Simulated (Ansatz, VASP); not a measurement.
BaTiO3: VASP beside Ansatz

The input INCAR:

```
PREC = Accurate
ENCUT = 1340
EDIFF = 1E-6
ISMEAR = 0
SIGMA = 0.05
LREAL = False
LASPH = True
NELM = 200
ALGO = Normal
ISIF = 2
LWAVE = False
LCHARG = False
LMAXMIX = 4
LDAU = True
LDAUTYPE = 2
LDAUL = -1 2 -1
LDAUU = 0 4 0
LDAUJ = 0 0 0
LDAUPRINT = 1
GGA = PE
NBANDS = 28
GGA_COMPAT = False
```

KPOINTS

```
Automatic mesh
0
Gamma
  6 6 6
```

File POSCAR:

```
BaTiO3
1.0
    2.8174665038      1.6266650444      2.3812443820
   -2.8174665038      1.6266650444      2.3812443820
    0.0000000000     -3.2533300889      2.3812443820
Ba Ti O
1 1 3
Direct
    0.0026800181      0.0026800181      0.0026800181
    0.5127992509      0.5127992509      0.5127992509
    0.4903227049      0.4903227049      0.9825753212
    0.4903227049      0.9825753212      0.4903227049
    0.9825753212      0.4903227049      0.4903227049
```

Input for Ansatz:

```yaml
crystal:
  lattice:
    - [2.8174665038, 1.6266650444, 2.381244382]
    - [-2.8174665038, 1.6266650444, 2.381244382]
    - [0.0, -3.2533300889, 2.381244382]
  atoms:
    - { symbol: Ba, position: [0.0026800181, 0.0026800181, 0.0026800181] }
    - { symbol: Ti, position: [0.5127992509, 0.5127992509, 0.5127992509] }
    - { symbol: O, position: [0.4903227049, 0.4903227049, 0.9825753212] }
    - { symbol: O, position: [0.4903227049, 0.9825753212, 0.4903227049] }
    - { symbol: O, position: [0.9825753212, 0.4903227049, 0.4903227049] }
basis:
  ecutwfc: 420
kpoints:
  mp_grid: { grid: [6, 6, 6] }
hamiltonian:
  xc: pbe
  hubbard: { sites: [{ species: Ti, l: d, u_eff: 4.0 }] }
scf:
  occupations: { method: gaussian, width: 0.05 }
output:
  forces: true
  stress: true
  eigenvalues: true
```

Change from the starting cell: strain -0.015 along x and y, +0.015 along z, atoms carried along.

Alike in both runs: task single point; functional PBE; k mesh 6 × 6 × 6; occupations gaussian, width 0.05 eV; no spin polarisation; Hubbard terms Ti d U = 4.0 eV.

```csv
,VASP,Ansatz
version,VASP 6.6.1,Ansatz 0.2.0
potentials or method,"VASP PAW PBE potentials, release 64 (Ba_sv, Ti_sv, O_h), cutoff 1340 eV","scalar-relativistic, plane waves, PAW"
valence electrons in the cell,40,40
```

```tsv
	VASP	Ansatz	Ansatz less VASP
gap on the k mesh at the Fermi level (eV)	2.65	2.67	+0.025
least direct gap on the mesh (eV)	2.98	2.99	+0.012
pressure (GPa)	6.1	2.7	-3.42
traceless stress, the component that is largest in VASP (GPa)	-4.96	-4.56	+0.403
rms of the force components (eV/Å)	0.281	0.064	-0.2176
```

The programs project onto different local orbitals, so the same U acts differently, and such runs can settle in different states. Atom by atom the forces differ by 0.229 eV/Å (rms over components).

Neither program's run includes spin-orbit coupling.
